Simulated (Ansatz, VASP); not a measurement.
# TaPb in VASP and in Ansatz

```
CELL_PARAMETERS angstrom
0.00000 3.04952 3.04952
3.04952 0.00000 3.04952
3.04952 3.04952 0.00000
ATOMIC_POSITIONS crystal
Ta 0.50000 0.50000 0.50000
Pb 0.00000 0.00000 0.00000
```

Alike in both runs: task relaxation of cell and atoms; functional PBE; k mesh 6 × 6 × 6; occupations gaussian, width 0.1 eV; no spin polarisation.

|  | VASP | Ansatz |
| --- | --- | --- |
| version | VASP 6.6.1 | Ansatz 0.2.0 |
| potentials or method | VASP PAW PBE potentials, release 64 (Ta_pv, Pb_d), cutoff 600 eV | scalar-relativistic, plane waves, PAW |
| valence electrons in the cell | 25 | 27 |

|  | VASP | Ansatz | Ansatz less VASP |
| --- | --- | --- | --- |
| gap on the k mesh at the Fermi level, each at its own relaxed structure (eV) | none | none | - |
| relaxed volume (Å³/atom) | 24.01 | 23.99 | -0.014 |
| relaxed cell length with the largest relative difference (Å) | 4.080 | 4.079 | -0.0008 |

A gap of «none» marks a metal or a gap that the smearing closes. VASP's potentials hold 25 valence electrons a cell and Ansatz's 27, so a difference there can come from the potentials and not from the codes.

Spin-orbit coupling is off throughout. Noted on VASP's run: the volume moved by over 15 % at a fixed basis, so the end points are rough.
